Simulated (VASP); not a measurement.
# Si32Ni (a cell with a defect) in VASP: notebook

Runs on Si32Ni (a cell with a defect). Level: PBE. Tasks: single point.

All numbers are computed with VASP 6.6.1; they aren't measurements. Logs are shortened: lines on timing, memory, paths and dates and some standing lists are left out, and cuts for length are marked.

## Step 1: The cell of the first run

The cell holds a defect, 33 atoms: a = 9.474 Å, b = 9.474 Å, c = 9.474 Å, α = 109.47°, β = 109.47°, γ = 109.47°.

## Step 2: Single point, PBE

File INCAR:

```
PREC = Accurate
ENCUT = 520
EDIFF = 1E-7
ISMEAR = 0
SIGMA = 0.02
LREAL = Auto
LASPH = T
NELM = 60
ALGO = Normal
ISIF = 2
LWAVE = F
LCHARG = F
GGA = PE
NBANDS = 91
KPAR = 2
```

File KPOINTS:

```
Automatic mesh
0
Gamma
  2 2 2
  0.5 0.5 0.5
```

File POSCAR:

```
Si32Ni
1.0
   -5.4700937627     -5.4700937627      5.4700937627
    5.4700937627     -5.4700937627     -5.4700937627
    5.4700937627      5.4700937627      5.4700937627
Si Ni
32 1
Direct
    0.2498592454      0.7486657775      0.7489706169
   -0.0000460687      0.7526446856     -0.0000292500
    0.4990366927      0.4987312135      0.7500992082
    0.2500524780      0.5016656239      0.0000042961
    0.0000034734      0.5016648926      0.2500854756
    0.7489497763      0.7486494158      0.2498633587
    0.5008787086      0.7510137263      0.5008793485
    0.0000021937     -0.0045266135      0.7417871020
    0.7499731591      0.2515953217      0.7499790091
    0.4991126512      0.2501624395     -0.0000124312
    0.2581433813      0.2536515936      0.2581563610
   -0.0000077695      0.2501559497      0.4991141137
    0.7500822066      0.4987373377      0.4990528716
    0.7417722942     -0.0045217689      0.0000284273
    0.5008804454     -0.0003151683      0.2510777803
    0.2510470679     -0.0003229378      0.5008832789
    0.2502670995      0.7499699599      0.5001372223
   -0.0000474398      0.7479449489      0.7479104888
    0.5039083642      0.5043217940      0.5039291134
    0.2498419697      0.4997093503      0.7497397993
    0.0000126140      0.5014161766      0.0000414070
    0.7478874545      0.7479419325     -0.0000363796
    0.5001240598      0.7499663951      0.2502675565
    0.0000084094      0.0004148009      0.4960311683
    0.7501290980      0.2498230486      0.4998885062
    0.4998720531      0.2498135424      0.7501164839
    0.2512404832      0.2530598304     -0.0000042047
   -0.0000021937      0.2530589164      0.2512470644
    0.7497358689      0.4997063339      0.2498564118
    0.7487477688      0.0017830590      0.7487582805
    0.4960164519      0.0004291517      0.0000407671
    0.2520045469      0.0000300726      0.2520156070
   -0.0000381163      0.0839187626     -0.0000383906
```

Potentials or basis: VASP PAW PBE potentials, release 64 (Si, Ni).

The run is started by

```console
$ cat potpaw_PBE.64/Si/POTCAR potpaw_PBE.64/Ni/POTCAR > POTCAR
$ mpirun -np 4 vasp_std > vasp.out
```

OUTCAR:

```text
PREC = Accurate
   ENCUT = 520
   EDIFF = 1E-7
   ISMEAR = 0
   LREAL = Auto
   LASPH = T
   NELM = 60
   ISIF = 2
   GGA = PE

 ion  position               nearest neighbor table
   1  0.250  0.749  0.749-  20 2.36  18 2.36  17 2.36  31 2.37
   2  1.000  0.753  1.000-  32 2.37  18 2.37  22 2.37  21 2.38
   3  0.499  0.499  0.750-  26 2.36  22 2.36  20 2.36  19 2.37
   4  0.250  0.502  0.000-  27 2.36  20 2.36  23 2.36  21 2.37
   5  0.000  0.502  0.250-  28 2.36  29 2.36  17 2.36  21 2.37
   6  0.749  0.749  0.250-  29 2.36  22 2.36  23 2.36  24 2.37
   7  0.501  0.751  0.501-  19 2.36  30 2.36  23 2.37  17 2.37
   8  0.000  0.995  0.742-  33 2.31  24 2.34  18 2.37  27 2.42  30 2.42
   9  0.750  0.252  0.750-  30 2.36  25 2.36  26 2.36  21 2.37
  10  0.499  0.250  1.000-  31 2.36  27 2.36  26 2.37  29 2.37
  11  0.258  0.254  0.258-  33 2.31  19 2.34  32 2.36  28 2.42  27 2.42
  12  1.000  0.250  0.499-  24 2.36  28 2.36  20 2.37  25 2.37
  13  0.750  0.499  0.499-  25 2.36  18 2.36  29 2.36  19 2.37
  14  0.742  0.995  0.000-  33 2.31  31 2.34  22 2.37  28 2.42  30 2.42
  15  0.501  1.000  0.251-  23 2.36  32 2.36  25 2.36  31 2.37
  16  0.251  1.000  0.501-  17 2.36  32 2.36  26 2.36  24 2.37
  17  0.250  0.750  0.500-  16 2.36   1 2.36   5 2.36   7 2.37
  18  1.000  0.748  0.748-  13 2.36   1 2.36   8 2.37   2 2.37
  19  0.504  0.504  0.504-  11 2.34   7 2.36   3 2.37  13 2.37
  20  0.250  0.500  0.750-   1 2.36   3 2.36   4 2.36  12 2.37
  21  0.000  0.501  0.000-   5 2.37   4 2.37   9 2.37   2 2.38
  22  0.748  0.748  1.000-   3 2.36   6 2.36  14 2.37   2 2.37
  23  0.500  0.750  0.250-  15 2.36   6 2.36   4 2.36   7 2.37
  24  0.000  0.000  0.496-   8 2.34  12 2.36   6 2.37  16 2.37
  25  0.750  0.250  0.500-  13 2.36  15 2.36   9 2.36  12 2.37
  26  0.500  0.250  0.750-   3 2.36  16 2.36   9 2.36  10 2.37
  27  0.251  0.253  1.000-  10 2.36   4 2.36  33 2.39  11 2.42   8 2.42
  28  1.000  0.253  0.251-  12 2.36   5 2.36  33 2.39  11 2.42  14 2.42
  29  0.750  0.500  0.250-   6 2.36  13 2.36   5 2.36  10 2.37
  30  0.749  0.002  0.749-   7 2.36   9 2.36  33 2.39   8 2.42  14 2.42
  31  0.496  0.000  0.000-  14 2.34  10 2.36  15 2.37   1 2.37
  32  0.252  0.000  0.252-  15 2.36  16 2.36  11 2.36   2 2.37
  33  1.000  0.084  1.000-  11 2.31   8 2.31  14 2.31  30 2.39  27 2.39  28 2.39

  LATTYP: Found a body centered cubic cell.
 ALAT       =    10.9401875254

  Lattice vectors:

 A1 = (  -5.4700937627,  -5.4700937627,   5.4700937627)
 A2 = (   5.4700937627,  -5.4700937627,  -5.4700937627)
 A3 = (   5.4700937627,   5.4700937627,   5.4700937627)

Analysis of symmetry for initial positions (statically):
=====================================================================
 Subroutine PRICEL returns:
 Original cell was already a primitive cell.

 Routine SETGRP: Setting up the symmetry group for a
 body centered cubic supercell.

 Subroutine GETGRP returns: Found  1 space group operations
 (whereof  1 operations were pure point group operations)
 out of a pool of 48 trial point group operations.

The static configuration has the point symmetry C_1 .

Analysis of symmetry for dynamics (positions and initial velocities):
=====================================================================
 Subroutine PRICEL returns:
 Original cell was already a primitive cell.

 Routine SETGRP: Setting up the symmetry group for a
 body centered cubic supercell.

 Subroutine GETGRP returns: Found  1 space group operations
 (whereof  1 operations were pure point group operations)
 out of a pool of 48 trial point group operations.

The dynamic configuration has the point symmetry C_1 .

 Subroutine INISYM returns: Found  1 space group operations
 (whereof  1 operations are pure point group operations),
 and found     1 'primitive' translations

----------------------------------------------------------------------------------------

                                     Primitive cell

  volume of cell :     654.7030

  direct lattice vectors                    reciprocal lattice vectors
    -5.470093763 -5.470093763  5.470093763     0.000000000 -0.091406111  0.091406111
     5.470093763 -5.470093763 -5.470093763     0.091406111 -0.091406111  0.000000000
     5.470093763  5.470093763  5.470093763     0.091406111  0.000000000  0.091406111

  length of vectors
     9.474480319  9.474480319  9.474480319     0.129267762  0.129267762  0.129267762

  position of ions in fractional coordinates (direct lattice)
     0.249859245  0.748665778  0.748970617
     0.999953931  0.752644686  0.999970750
     0.499036693  0.498731214  0.750099208
     0.250052478  0.501665624  0.000004296
     0.000003473  0.501664893  0.250085476
     0.748949776  0.748649416  0.249863359
[... 25 lines left out ...]
     0.252004547  0.000030073  0.252015607
     0.999961884  0.083918763  0.999961609

  ion indices of the primitive-cell ions
   primitive index   ion index
                 1           1
                 2           2
                 3           3
                 4           4
                 5           5
                 6           6
[... 25 lines left out ...]
                32          32
                33          33

----------------------------------------------------------------------------------------

 KPOINTS: Automatic mesh

Automatic generation of k-mesh.
 Grid dimensions read from file:
 generate k-points for:    2    2    2

 Generating k-lattice:

  Cartesian coordinates                     Fractional coordinates (reciprocal lattice)
     0.000000000 -0.045703056  0.045703056     0.500000000  0.000000000  0.000000000
     0.045703056 -0.045703056  0.000000000     0.000000000  0.500000000  0.000000000
     0.045703056  0.000000000  0.045703056     0.000000000  0.000000000  0.500000000

  Length of vectors
     0.064633881  0.064633881  0.064633881

  Shift w.r.t. Gamma in fractional coordinates (k-lattice)
     0.500000000  0.500000000  0.500000000

 Subroutine IBZKPT returns following result:
 ===========================================

 Found      4 irreducible k-points:

 Following reciprocal coordinates:
            Coordinates               Weight
  0.250000  0.250000  0.250000      2.000000
 -0.250000  0.250000  0.250000      2.000000
  0.250000 -0.250000  0.250000      2.000000
  0.250000  0.250000 -0.250000      2.000000
   k-points           NKPTS =      4   k-points in BZ     NKDIM =      4   number of bands    NBANDS=     92
   number of dos      NEDOS =    301   number of ions     NIONS =     33
   total plane-waves  NPLWV = 343000
   dimension x,y,z NGX =    70 NGY =   70 NGZ =   70
   dimension x,y,z NGXF=   140 NGYF=  140 NGZF=  140
   ions per type =              32   1
   NGX,Y,Z   is equivalent  to a cutoff of  12.28, 12.28, 12.28 a.u.
   NGXF,Y,Z  is equivalent  to a cutoff of  24.57, 24.57, 24.57 a.u.
 SYSTEM =  unknown system
   PREC   = accura    normal or accurate (medium, high low for compatibility)
   ISTART =      0    job   : 0-new  1-cont  2-samecut
   ICHARG =      2    charge: 1-file 2-atom 10-const
   ISPIN  =      1    spin polarized calculation?
   LNONCOLLINEAR =      F non collinear calculations
   LSORBIT =      F    spin-orbit coupling
   LASPH  =      T    aspherical Exc in radial PAW
   ENCUT  =  520.0 eV  38.22 Ry    6.18 a.u.  17.62 17.62 17.62*2*pi/ulx,y,z
   NELM   =     60;   NELMIN=  2; NELMDL= -5     # of ELM steps
   EDIFF  = 0.1E-06   stopping-criterion for ELM
   LREAL  =      T    real-space projection
   EDIFFG = 0.1E-05   stopping-criterion for IOM
   NSW    =      0    number of steps for IOM
   IBRION =     -1    ionic relax: 0-MD 1-quasi-New 2-CG
   NFREE  =      0    steps in history (QN), initial steepest desc. (CG)
   ISIF   =      2    stress and relaxation
   ISYM   =      2    0-nonsym 1-usesym 2-fastsym
   POTIM  = 0.5000    time-step for ionic-motion
   TEBEG  =    0.0;   TEEND  =   0.0 temperature during run
   PSTRESS=    0.0 pullay stress
   NELECT =     138.0000    total number of electrons
   NUPDOWN=      -1.0000    fix difference up-down
   EMIN   =  10.00;   EMAX   =-10.00  energy-range for DOS
   EFERMI =   0.00;   METHOD = LEGACY
   ISMEAR =     0;   SIGMA  =   0.02  broadening in eV -4-tet -1-fermi 0-gaus
   EFERMI_NEDOS =   21; number of points for ismear=-14 and -15
   IALGO  =     38    algorithm
   IMIX   =      4    mixing-type and parameters
     AMIX     =   0.40;   BMIX     =  1.00
     AMIX_MAG =   1.60;   BMIX_MAG =  1.00
  volume/ion in A,a.u.               =      19.84       133.88
  Fermi-wavevector in a.u.,A,eV,Ry     =   0.974286  1.841133 12.915100  0.949233
  Thomas-Fermi vector in A             =   2.104733
   LORBIT       =      0    0 simple, 1 ext, 2 COOP (PROOUT), +10 PAW based schemes
   GGA     = PE    functional components
   LHFCALC =     F    Hartree Fock is set to
   AEXX    =    0.0000 exact exchange contribution
   IVDW    =     0    specifies the selected vdW correction
   LEPSILON=     F    determine dielectric tensor
   LRPA    =     F    only Hartree local field effects (RPA)
 non-spin polarized calculation
 Gauss-broadening in eV      SIGMA  =   0.02
  energy-cutoff  :      520.00
  volume of cell :      654.70
 maximum number of plane-waves:     17628
 NGX is ok and might be reduce to    70
   NGX = 35   NGY = 35   NGZ = 35

 number of electron     137.9999997 magnetization

 Free energy of the ion-electron system (eV)
  ---------------------------------------------------
  ext. energy  EPLUGINS =         0.00000000
  ---------------------------------------------------
  free energy    TOTEN  =      -178.40937356 eV

  energy without entropy =     -178.40937356  energy(sigma->0) =     -178.40937356

 E-fermi :   5.6973     XC(G=0):  -9.4559

 val. band max:        5.5800893461   @ k =   0.2500   0.2500   0.2500
 cond. band min:       6.4194005105   @ k =  -0.2500   0.2500   0.2500
 fundamental gap:      0.8393111644
 Fermi energy:         5.6972689195

 k-point     1 :       0.2500    0.2500    0.2500
  band No.  band energies     occupation
      1      -5.4457      2.00000
      2      -5.2604      2.00000
      3      -5.2603      2.00000
      4      -5.2328      2.00000
      5      -3.5914      2.00000
      6      -3.4802      2.00000
[... 325 lines left out ...]
     80       8.1584      0.00000
     81       8.2015      0.00000
 [bands above 81 left out]

------------------------ aborting loop because EDIFF is reached ----------------------------------------

  FORCE on cell =-STRESS in cart. coord.  units (eV):
  Direction    XX          YY          ZZ          XY          YZ          ZX
  --------------------------------------------------------------------------------------
  -------------------------------------------------------------------------------------
  Total        2.3206823      2.3198003      2.3251542     -0.4290979      0.4289882     -0.4273116
  in kB        5.6791322      5.6769736      5.6900755     -1.0500806      1.0498122     -1.0457093
  external PRESSURE =       5.6820604 kB  Pullay stress =       0.0000000 kB

 VOLUME and BASIS-vectors are now :
 -----------------------------------------------------------------------------
  energy-cutoff  :      520.00
  volume of cell :      654.70
      direct lattice vectors                 reciprocal lattice vectors
    -5.470093763 -5.470093763  5.470093763     0.000000000 -0.091406111  0.091406111
     5.470093763 -5.470093763 -5.470093763     0.091406111 -0.091406111  0.000000000
     5.470093763  5.470093763  5.470093763     0.091406111  0.000000000  0.091406111

 POSITION                                       TOTAL-FORCE (eV/Angst)
 -----------------------------------------------------------------------------------
      6.82546     -1.36509      1.36842         0.003412      0.003521      0.000953
      4.11713     -4.11695      6.82274         0.002577     -0.002485     -0.002110
      4.10144     -1.35477      4.10478        -0.000402     -0.004024      0.003605
      1.37637     -4.11195     -1.37632        -0.002998      0.005796      0.003527
      4.11213     -1.37618     -1.37614        -0.005163      0.003122      0.003199
      1.36513     -6.82523      1.36842        -0.003277     -0.004107      0.001028
[... 25 lines left out ...]
      0.00022     -0.00010      2.75687         0.006715     -0.006354     -0.000375
      0.45904     -0.45905     10.48073        -0.004389      0.005569      0.005052
 -----------------------------------------------------------------------------------
    total drift:                                0.010698     -0.011602     -0.009444

  FREE ENERGIE OF THE ION-ELECTRON SYSTEM (eV)
  ---------------------------------------------------
  free  energy   TOTEN  =      -178.4093735649 eV

  energy  without entropy=     -178.4093735649  energy(sigma->0) =     -178.40937356
```

Wall time 4.2 min (4 MPI ranks of Intel Xeon Platinum 8259CL at 2.50GHz (Skylake/Cascade Lake), shared host); peak memory 0.49 GiB.

Results:

* Free energy: -178.4094 eV
* Pressure: 0.6 GPa
* Largest force: 0.011 eV/Å
* Band gap on the k mesh: 0.84 eV

Forces in eV/Å, atoms in the order of the input:
```
Si   0.003  0.004  0.001
Si   0.003 -0.002 -0.002
Si   0.000 -0.004  0.004
Si  -0.003  0.006  0.004
Si  -0.005  0.003  0.003
Si  -0.003 -0.004  0.001
Si   0.002 -0.001 -0.002
Si   0.000  0.001  0.001
Si  -0.003  0.003  0.004
Si   0.001 -0.001 -0.001
Si   0.000 -0.001  0.002
Si   0.002 -0.001 -0.001
Si   0.003  0.001  0.004
Si  -0.003 -0.001  0.000
Si  -0.002  0.001 -0.004
Si  -0.002  0.002 -0.004
Si   0.000  0.001 -0.002
Si   0.002 -0.008 -0.007
Si  -0.004  0.004  0.000
Si   0.002  0.000  0.001
Si  -0.002  0.001  0.000
Si   0.008 -0.002 -0.007
Si  -0.001  0.001 -0.003
Si   0.000  0.004  0.004
Si   0.003  0.000 -0.001
Si   0.000 -0.003  0.000
Si  -0.002 -0.004  0.001
Si   0.004  0.003  0.001
Si   0.001 -0.002  0.000
Si  -0.001  0.002 -0.005
Si  -0.005  0.000  0.004
Si   0.007 -0.006  0.000
Ni  -0.004  0.006  0.005
```

Spin polarisation is off, so any magnetic state and its effect on volume and gap are missing.

## Step 3: Single point, PBE

File INCAR:

```
SYSTEM = Si32Ni
PREC = Accurate
ENCUT = 520
EDIFF = 1E-6
ISMEAR = 0
SIGMA = 0.02
LREAL = Auto
LASPH = .TRUE.
NELM = 100
ALGO = Normal
ISIF = 2
LWAVE = .FALSE.
LCHARG = .TRUE.
GGA = PE
LVHAR = .TRUE.
NBANDS = 91
KPAR = 2
```

KPOINTS is that of step 2.

File POSCAR:

```
Si32Ni
1.0
   -5.4700937627     -5.4700937627      5.4700937627
    5.4700937627     -5.4700937627     -5.4700937627
    5.4700937627      5.4700937627      5.4700937627
Si Ni
32 1
Direct
    0.2498334689      0.7488206195      0.7490249121
   -0.0000147164      0.7517419588     -0.0000021023
    0.4991627417      0.4989706061      0.7501491159
    0.2505764178      0.5020090366      0.0000010969
   -0.0000109687      0.5020083054      0.2505884834
    0.7490119325      0.7488194312      0.2498450775
    0.4999267140      0.7499015882      0.4999384140
   -0.0000122484     -0.0046757882      0.7424156104
    0.7494005913      0.2514189993      0.7494127483
    0.5000513005      0.2499642711      0.0000000914
    0.2575660603      0.2529066338      0.2575784915
   -0.0000114258      0.2499640882      0.5000633661
    0.7501376901      0.4989714287      0.4991757214
    0.7424052815     -0.0046738687      0.0000010969
    0.5008074119     -0.0002042927      0.2509739430
    0.2509618774     -0.0002042927      0.5008192947
    0.2501915981      0.7502394251      0.5002827408
   -0.0000147164      0.7478548225      0.7482549071
    0.5033234565      0.5035346960      0.5033360705
    0.2500675600      0.5000370412      0.7497982078
   -0.0000126140      0.5005248756      0.0000001828
    0.7482414704      0.7478539084     -0.0000034734
    0.5002708580      0.7502403392      0.2502036637
   -0.0000137109      0.0001967060      0.4966593111
    0.7499073467      0.2499548562      0.4997177596
    0.4997062424      0.2499556789      0.7499195038
    0.2529617517      0.2539287369     -0.0000017367
   -0.0000134367      0.2539283713      0.2529732688
    0.7497865079      0.5000360357      0.2500791685
    0.7470137035      0.0009550111      0.7470263175
    0.4966476111      0.0001975286     -0.0000004570
    0.2517275864     -0.0004012728      0.2517391035
   -0.0000167273      0.0975305037     -0.0000108773
```

Potentials or basis: VASP PAW PBE potentials, release 64 (Si, Ni).

The run is started by

```console
$ cat potpaw_PBE.64/Si/POTCAR potpaw_PBE.64/Ni/POTCAR > POTCAR
$ mpirun -np 4 vasp_std > vasp.out
```

Wall time 3.3 min (4 MPI ranks of Intel Xeon Platinum 8259CL at 2.50GHz (Skylake/Cascade Lake), shared host); peak memory 0.47 GiB.

It converged, with:

| Property | Result |
| --- | --- |
| Free energy | -178.4046 eV |
| Pressure | 0.6 GPa |
| Largest force | 0.058 eV/Å |
| Band gap on the k mesh | 0.81 eV |

Forces in eV/Å, atoms in the order of the input:
```
Si   0.003  0.000 -0.002
Si   0.002 -0.002 -0.002
Si   0.002 -0.003  0.000
Si   0.000  0.004  0.000
Si  -0.004  0.000  0.000
Si   0.000 -0.003 -0.002
Si   0.003 -0.003  0.002
Si  -0.005 -0.006 -0.006
Si   0.000  0.000  0.004
Si   0.003  0.002 -0.003
Si   0.006 -0.006  0.005
Si  -0.002 -0.003 -0.003
Si   0.003 -0.002  0.000
Si   0.006  0.005 -0.006
Si   0.001  0.000 -0.003
Si   0.000 -0.001 -0.003
Si  -0.002 -0.001 -0.001
Si   0.001 -0.001 -0.001
Si   0.000  0.000 -0.002
Si   0.001  0.002 -0.001
Si   0.004 -0.004 -0.004
Si   0.001 -0.001 -0.001
Si   0.001  0.002 -0.001
Si   0.002  0.000  0.000
Si   0.001 -0.001  0.002
Si   0.001 -0.001  0.002
Si   0.001 -0.004 -0.002
Si   0.004 -0.001 -0.002
Si  -0.002 -0.001 -0.001
Si   0.001 -0.001 -0.004
Si   0.000 -0.002  0.000
Si   0.001 -0.001 -0.001
Ni  -0.033  0.033  0.034
```

Stress tensor (GPa, compression positive):
```
 0.65 -0.13 -0.13
-0.13  0.65  0.13
-0.13  0.13  0.65
```

Levels at points of the mesh, in eV from the valence-band top:
| k point | band 65 | band 66 | band 67 | band 68 | band 69 | band 70 | band 71 | band 72 | band 73 | band 74 |
| --- | --- | --- | --- | --- | --- | --- | --- | --- | --- | --- |
| (0.25, 0.25, 0.25) | -0.49 | -0.49 | -0.35 | 0.00 | 0.00 | 1.30 | 1.49 | 1.67 | 1.67 | 1.71 |

Spin polarisation is off, so any magnetic state and its effect on volume and gap are missing.
